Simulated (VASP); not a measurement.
A run of VASP 6.6.1 is set up as follows.

The input INCAR:

```
SYSTEM = AlInSb2
ALGO = Normal ; EDIFF = 1E-7
ENCUT = 520 ; ISIF = 2
ISMEAR = 0 ; LASPH = .TRUE.
LCHARG = .FALSE. ; LREAL = .FALSE.
LWAVE = .FALSE. ; NBANDS = 21
NELM = 100 ; PREC = Accurate
SIGMA = 0.05
```

Contents of KPOINTS:

```
k-points
0
G
  8 8 6
  0 0 0
```

The input POSCAR:

```
AlInSb2
1.0
    4.3252226885      0.0000000000      0.0000000000
    0.0000000000      4.3252226885      0.0000000000
    0.0000000000      0.0000000000      6.5972621668
Al In Sb
1 1 2
Direct
    0.0000000000      0.0000000000      0.0000000000
    0.5000000000      0.5000000000      0.5000000000
    0.0000000000      0.5000000000      0.2539107108
    0.5000000000      0.0000000000      0.7460892892
```

Potentials or basis: VASP PAW LDA potentials, release 64 (Al, In_d, Sb).

Launch:

```sh
$ cat potpaw_LDA.64/Al/POTCAR potpaw_LDA.64/In_d/POTCAR potpaw_LDA.64/Sb/POTCAR > POTCAR
$ mpirun -np 1 vasp_std > vasp.out
```

Problem. Estimate the pressure.

Solution. 0.7 GPa.

Problem. What does it give for the largest force?

Solution. 1.295 eV/Å.

Problem. What does it give for the band gap on the k mesh?

Solution. 0.40 eV, direct.

Stress tensor (GPa, compression positive):
```
 1.80  0.00  0.00
 0.00  1.80  0.00
 0.00  0.00 -1.44
```

Caveat: spin-orbit coupling is left out, which moves the levels of the heavy elements; forces of over 1 eV/Å act on the atoms, so gaps and moduli don't describe the material at rest. A k mesh can miss the band edges.
